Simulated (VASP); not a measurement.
# Sn2Se (P6/mmm) in VASP: further runs

The runs below take Sn2Se through single point, relaxation of cell and atoms, with PBE.

Everything below comes from runs of VASP 6.6.1. Logs are shortened: lines on timing, memory, paths and dates and some standing lists are left out, and cuts for length are marked.

**1. The cell of the first run**

Symmetry: P6/mmm, No. 191, hexagonal system. The conventional cell has a = 5.005 Å, b = 5.005 Å, c = 3.774 Å, α = 90.00°, β = 90.00°, γ = 120.00°. Sn (site symmetry -6m2) has 5 Sn at 2.89 to 3.77 Å and 6 Se at 3.45 Å within 3.8 Å. Se (site symmetry 6/mmm) has 12 Sn at 3.45 Å and 2 Se at 3.77 Å within 4.5 Å.

The cell was built from a structure type or drawn by symmetry, and may not be a known phase.

**2. Single point, PBE**

Contents of INCAR:

```
SYSTEM = Sn2Se
PREC     = Accurate       ! precision mode
ENCUT    = 520            ! plane-wave cutoff, eV
EDIFF    = 1E-7           ! SCF threshold, eV
ISMEAR   = 0              ! smearing method
SIGMA    = 0.1            ! smearing width, eV
LREAL    = .False.        ! projectors in reciprocal space
LASPH    = .True.         ! aspherical terms in the spheres
NELM     = 60             ! most SCF steps
ALGO     = Normal         ! electronic algorithm
ISIF     = 2              ! what is computed and relaxed
LWAVE    = .False.        ! write WAVECAR
LCHARG   = .False.        ! write CHGCAR
GGA      = PE             ! functional
NBANDS   = 24             ! bands
```

Contents of KPOINTS:

```
Automatic mesh
0
Gamma
  12 12 12
  0 0 0
```

Contents of POSCAR:

```
Sn2Se
1.0
    5.0051347781      0.0000000000      0.0000000000
   -2.5025673890      4.3345738672      0.0000000000
    0.0000000000      0.0000000000      3.7741361080
Sn Se
2 1
Direct
    0.3333333333      0.6666666667      0.5000000000
    0.6666666667      0.3333333333      0.5000000000
    0.0000000000      0.0000000000      0.0000000000
```

Potentials or basis: VASP PAW PBE potentials, release 64 (Sn_d, Se).

Launch:

```console
> cat potpaw_PBE.64/Sn_d/POTCAR potpaw_PBE.64/Se/POTCAR > POTCAR
> mpirun -np 1 vasp_std > vasp.out
```

OUTCAR:

```text
SYSTEM = Sn2Se
   PREC = Accurate
   ENCUT = 520
   EDIFF = 1E-7
   ISMEAR = 0
   LREAL = .False.
   LASPH = .True.
   NELM = 60
   ISIF = 2
   GGA = PE

 ion  position               nearest neighbor table
   1  0.333  0.667  0.500-   2 2.89   2 2.89   2 2.89
   2  0.667  0.333  0.500-   1 2.89   1 2.89   1 2.89
   3  0.000  0.000  0.000-

  LATTYP: Found a hexagonal cell.
 ALAT       =     5.0051347781
 C/A-ratio  =     0.7540528428

  Lattice vectors:

 A1 = (   5.0051347781,   0.0000000000,   0.0000000000)
 A2 = (  -2.5025673890,   4.3345738672,   0.0000000000)
 A3 = (   0.0000000000,   0.0000000000,   3.7741361080)

Analysis of symmetry for initial positions (statically):
=====================================================================
 Subroutine PRICEL returns:
 Original cell was already a primitive cell.

 Routine SETGRP: Setting up the symmetry group for a
 hexagonal supercell.

 Subroutine GETGRP returns: Found 24 space group operations
 (whereof 24 operations were pure point group operations)
 out of a pool of 24 trial point group operations.

The static configuration has the point symmetry D_6h.

Analysis of symmetry for dynamics (positions and initial velocities):
=====================================================================
 Subroutine PRICEL returns:
 Original cell was already a primitive cell.

 Routine SETGRP: Setting up the symmetry group for a
 hexagonal supercell.

 Subroutine GETGRP returns: Found 24 space group operations
 (whereof 24 operations were pure point group operations)
 out of a pool of 24 trial point group operations.

The dynamic configuration has the point symmetry D_6h.

 Subroutine INISYM returns: Found 24 space group operations
 (whereof 24 operations are pure point group operations),
 and found     1 'primitive' translations

----------------------------------------------------------------------------------------

                                     Primitive cell

  volume of cell :      81.8804

  direct lattice vectors                    reciprocal lattice vectors
     5.005134778  0.000000000  0.000000000     0.199794820  0.115351593  0.000000000
    -2.502567389  4.334573867  0.000000000     0.000000000  0.230703186  0.000000000
     0.000000000  0.000000000  3.774136108     0.000000000  0.000000000  0.264961297

  length of vectors
     5.005134778  5.005134778  3.774136108     0.230703186  0.230703186  0.264961297

  position of ions in fractional coordinates (direct lattice)
     0.333333333  0.666666667  0.500000000
     0.666666667  0.333333333  0.500000000
     0.000000000  0.000000000  0.000000000

  ion indices of the primitive-cell ions
   primitive index   ion index
                 1           1
                 2           2
                 3           3

----------------------------------------------------------------------------------------

 KPOINTS: Automatic mesh

Automatic generation of k-mesh.
 Grid dimensions read from file:
 generate k-points for:   12   12   12

 Generating k-lattice:

  Cartesian coordinates                     Fractional coordinates (reciprocal lattice)
     0.016649568  0.009612633  0.000000000     0.083333333  0.000000000  0.000000000
     0.000000000  0.019225265  0.000000000     0.000000000  0.083333333  0.000000000
     0.000000000  0.000000000  0.022080108     0.000000000  0.000000000  0.083333333

  Length of vectors
     0.019225265  0.019225265  0.022080108

  Shift w.r.t. Gamma in fractional coordinates (k-lattice)
     0.000000000  0.000000000  0.000000000

 Subroutine IBZKPT returns following result:
 ===========================================

 Found    133 irreducible k-points:

 Following reciprocal coordinates:
            Coordinates               Weight
  0.000000  0.000000  0.000000      1.000000
  0.083333  0.000000  0.000000      6.000000
  0.166667  0.000000  0.000000      6.000000
  0.250000  0.000000  0.000000      6.000000
  0.333333  0.000000  0.000000      6.000000
  0.416667  0.000000  0.000000      6.000000
[... 16 lines left out ...]
  0.250000  0.000000  0.083333     12.000000
  0.333333  0.000000  0.083333     12.000000
 [... further k-points ...]
   k-points           NKPTS =    133   k-points in BZ     NKDIM =    133   number of bands    NBANDS=     24
   number of dos      NEDOS =    301   number of ions     NIONS =      3
   total plane-waves  NPLWV =  44800
   dimension x,y,z NGX =    40 NGY =   40 NGZ =   28
   dimension x,y,z NGXF=    80 NGYF=   80 NGZF=   56
   ions per type =               2   1
   NGX,Y,Z   is equivalent  to a cutoff of  13.29, 13.29, 12.33 a.u.
   NGXF,Y,Z  is equivalent  to a cutoff of  26.57, 26.57, 24.67 a.u.
 SYSTEM =  Sn2Se
   PREC   = accura    normal or accurate (medium, high low for compatibility)
   ISTART =      0    job   : 0-new  1-cont  2-samecut
   ICHARG =      2    charge: 1-file 2-atom 10-const
   ISPIN  =      1    spin polarized calculation?
   LNONCOLLINEAR =      F non collinear calculations
   LSORBIT =      F    spin-orbit coupling
   LASPH  =      T    aspherical Exc in radial PAW
   ENCUT  =  520.0 eV  38.22 Ry    6.18 a.u.   9.31  9.31  7.02*2*pi/ulx,y,z
   NELM   =     60;   NELMIN=  2; NELMDL= -5     # of ELM steps
   EDIFF  = 0.1E-06   stopping-criterion for ELM
   LREAL  =      F    real-space projection
   EDIFFG = 0.1E-05   stopping-criterion for IOM
   NSW    =      0    number of steps for IOM
   IBRION =     -1    ionic relax: 0-MD 1-quasi-New 2-CG
   NFREE  =      0    steps in history (QN), initial steepest desc. (CG)
   ISIF   =      2    stress and relaxation
   ISYM   =      2    0-nonsym 1-usesym 2-fastsym
   POTIM  = 0.5000    time-step for ionic-motion
   TEBEG  =    0.0;   TEEND  =   0.0 temperature during run
   PSTRESS=    0.0 pullay stress
   NELECT =      34.0000    total number of electrons
   NUPDOWN=      -1.0000    fix difference up-down
   EMIN   =  10.00;   EMAX   =-10.00  energy-range for DOS
   EFERMI =   0.00;   METHOD = LEGACY
   ISMEAR =     0;   SIGMA  =   0.10  broadening in eV -4-tet -1-fermi 0-gaus
   EFERMI_NEDOS =   21; number of points for ismear=-14 and -15
   IALGO  =     38    algorithm
   IMIX   =      4    mixing-type and parameters
     AMIX     =   0.40;   BMIX     =  1.00
     AMIX_MAG =   1.60;   BMIX_MAG =  1.00
  volume/ion in A,a.u.               =      27.29       184.19
  Fermi-wavevector in a.u.,A,eV,Ry     =   1.221353  2.308023 20.295855  1.491703
  Thomas-Fermi vector in A             =   2.356538
   LORBIT       =      0    0 simple, 1 ext, 2 COOP (PROOUT), +10 PAW based schemes
   GGA     = PE    functional components
   LHFCALC =     F    Hartree Fock is set to
   AEXX    =    0.0000 exact exchange contribution
   IVDW    =     0    specifies the selected vdW correction
   LEPSILON=     F    determine dielectric tensor
   LRPA    =     F    only Hartree local field effects (RPA)
 non-spin polarized calculation
 Gauss-broadening in eV      SIGMA  =   0.10
  energy-cutoff  :      520.00
  volume of cell :       81.88
 maximum number of plane-waves:      2230
 NGX is ok and might be reduce to    40
   NGX = 19   NGY = 19   NGZ = 15

 number of electron      34.0000009 magnetization

 Free energy of the ion-electron system (eV)
  ---------------------------------------------------
  ext. energy  EPLUGINS =         0.00000000
  ---------------------------------------------------
  free energy    TOTEN  =       -10.81504297 eV

  energy without entropy =      -10.80689351  energy(sigma->0) =      -10.81096824

 E-fermi :   6.0994     XC(G=0):  -9.9144

 val. band max:        6.0908554340   @ k =   0.4167   0.1667   0.1667
 cond. band min:       6.1182374240   @ k =   0.3333   0.0833   0.1667
 fundamental gap:      0.0273819900
 Fermi energy:         6.0994059930

 k-point     1 :       0.0000    0.0000    0.0000
  band No.  band energies     occupation
      1     -15.6238      2.00000
      2     -15.5006      2.00000
      3     -15.5006      2.00000
      4     -15.4934      2.00000
      5     -15.4934      2.00000
      6     -15.3972      2.00000
[... 16 lines left out ...]
     23      12.4508      0.00000
     24      15.3666      0.00000

 k-point     2 :       0.0833    0.0000    0.0000
  band No.  band energies     occupation
      1     -15.6231      2.00000
      2     -15.5044      2.00000
      3     -15.5029      2.00000
      4     -15.5014      2.00000
      5     -15.4991      2.00000
      6     -15.3931      2.00000
[... 16 lines left out ...]
     23      12.2786      0.00000
     24      15.5152      0.00000

 k-point     3 :       0.1667    0.0000    0.0000
  band No.  band energies     occupation
      1     -15.6212      2.00000
      2     -15.5281      2.00000
      3     -15.5246      2.00000
      4     -15.5035      2.00000
      5     -15.4946      2.00000
      6     -15.3883      2.00000
[... 16 lines left out ...]
     23      11.8370      0.00000
     24      15.4194      0.00000

 k-point     4 :       0.2500    0.0000    0.0000
  band No.  band energies     occupation
      1     -15.6189      2.00000
      2     -15.5530      2.00000
      3     -15.5485      2.00000
      4     -15.5062      2.00000
      5     -15.4879      2.00000
      6     -15.3872      2.00000
[... 16 lines left out ...]
     23      11.4099      0.00000
     24      15.0057      0.00000

 k-point     5 :       0.3333    0.0000    0.0000
  band No.  band energies     occupation
      1     -15.6172      2.00000
      2     -15.5728      2.00000
      3     -15.5684      2.00000
      4     -15.5089      2.00000
      5     -15.4801      2.00000
      6     -15.3956      2.00000
[... 16 lines left out ...]
     23      11.9858      0.00000
     24      14.2562      0.00000

 k-point     6 :       0.4167    0.0000    0.0000
  band No.  band energies     occupation
      1     -15.6170      2.00000
      2     -15.5846      2.00000
      3     -15.5814      2.00000
      4     -15.5108      2.00000
      5     -15.4732      2.00000
      6     -15.4029      2.00000
[... 16 lines left out ...]
     23      12.6587      0.00000
     24      13.5611      0.00000
[... 379 lines left out ...]
 k-point    21 :       0.0833    0.0000    0.0833
  band No.  band energies     occupation
      1     -15.6203      2.00000
      2     -15.5042      2.00000
      3     -15.5033      2.00000
      4     -15.5021      2.00000
      5     -15.5001      2.00000
      6     -15.3902      2.00000
[... 16 lines left out ...]
     23      11.7756      0.00000
     24      15.1442      0.00000

 k-point    22 :       0.1667    0.0000    0.0833
  band No.  band energies     occupation
      1     -15.6186      2.00000
      2     -15.5275      2.00000
      3     -15.5245      2.00000
      4     -15.5047      2.00000
      5     -15.4958      2.00000
      6     -15.3856      2.00000
[... 16 lines left out ...]
     23      11.6326      0.00000
     24      15.3729      0.00000

 k-point    23 :       0.2500    0.0000    0.0833
  band No.  band energies     occupation
      1     -15.6165      2.00000
      2     -15.5521      2.00000
      3     -15.5483      2.00000
      4     -15.5075      2.00000
      5     -15.4891      2.00000
      6     -15.3880      2.00000
[... 16 lines left out ...]
     23      11.9190      0.00000
     24      15.2921      0.00000

 k-point    24 :       0.3333    0.0000    0.0833
  band No.  band energies     occupation
      1     -15.6153      2.00000
      2     -15.5714      2.00000
      3     -15.5683      2.00000
      4     -15.5102      2.00000
      5     -15.4813      2.00000
      6     -15.3964      2.00000
[... 16 lines left out ...]
     23      12.4443      0.00000
     24      14.6979      0.00000

 [... further k-points ...]

------------------------ aborting loop because EDIFF is reached ----------------------------------------

  FORCE on cell =-STRESS in cart. coord.  units (eV):
  Direction    XX          YY          ZZ          XY          YZ          ZX
  --------------------------------------------------------------------------------------
  -------------------------------------------------------------------------------------
  Total       -0.0128049     -0.0128049     -0.0211148     -0.0000000     -0.0000000     -0.0000000
  in kB       -0.2505581     -0.2505581     -0.4131603     -0.0000000     -0.0000000     -0.0000000
  external PRESSURE =      -0.3047588 kB  Pullay stress =       0.0000000 kB

 VOLUME and BASIS-vectors are now :
 -----------------------------------------------------------------------------
  energy-cutoff  :      520.00
  volume of cell :       81.88
      direct lattice vectors                 reciprocal lattice vectors
     5.005134778  0.000000000  0.000000000     0.199794820  0.115351593  0.000000000
    -2.502567389  4.334573867  0.000000000     0.000000000  0.230703186  0.000000000
     0.000000000  0.000000000  3.774136108     0.000000000  0.000000000  0.264961297

 POSITION                                       TOTAL-FORCE (eV/Angst)
 -----------------------------------------------------------------------------------
     -0.00000      2.88972      1.88707        -0.000000     -0.000000      0.000000
      2.50257      1.44486      1.88707         0.000000     -0.000000      0.000000
      0.00000      0.00000      0.00000         0.000000      0.000000      0.000000
 -----------------------------------------------------------------------------------
    total drift:                               -0.000000      0.000000      0.000000

  FREE ENERGIE OF THE ION-ELECTRON SYSTEM (eV)
  ---------------------------------------------------
  free  energy   TOTEN  =       -10.8150429693 eV

  energy  without entropy=      -10.8068935119  energy(sigma->0) =      -10.81096824
```

Wall time 3.6 min (1 thread of Intel Xeon Platinum 8259CL at 2.50GHz (Skylake/Cascade Lake), shared host); peak memory 0.37 GiB.

Results:

* Free energy: -10.8150 eV
* Pressure: 0.0 GPa
* Band gap on the k mesh: zero (bands 17 and 18 overlap by 2.56 eV)

Levels at points of the mesh, in eV from the Fermi level:
```
           k point  band 14  band 15  band 16  band 17  band 18  band 19  band 20  band 21
(0.00, 0.00, 0.00)    -2.64    -2.64    -1.76    -1.76    -1.31     3.19     4.26     5.67
(0.50, 0.00, 0.00)    -4.18    -0.55    -0.41     0.87     1.11     2.27     4.27     4.99
(0.00, 0.00, 0.50)    -2.07    -1.62    -1.62    -1.48    -0.75    -0.75     1.52     2.32
(0.50, 0.00, 0.50)    -4.18    -2.63    -1.90    -1.90    -0.86     2.20     3.52     6.45
```

Caveat: spin-orbit coupling is left out, which moves the levels of the heavy elements.

[end of part 1 of 2]
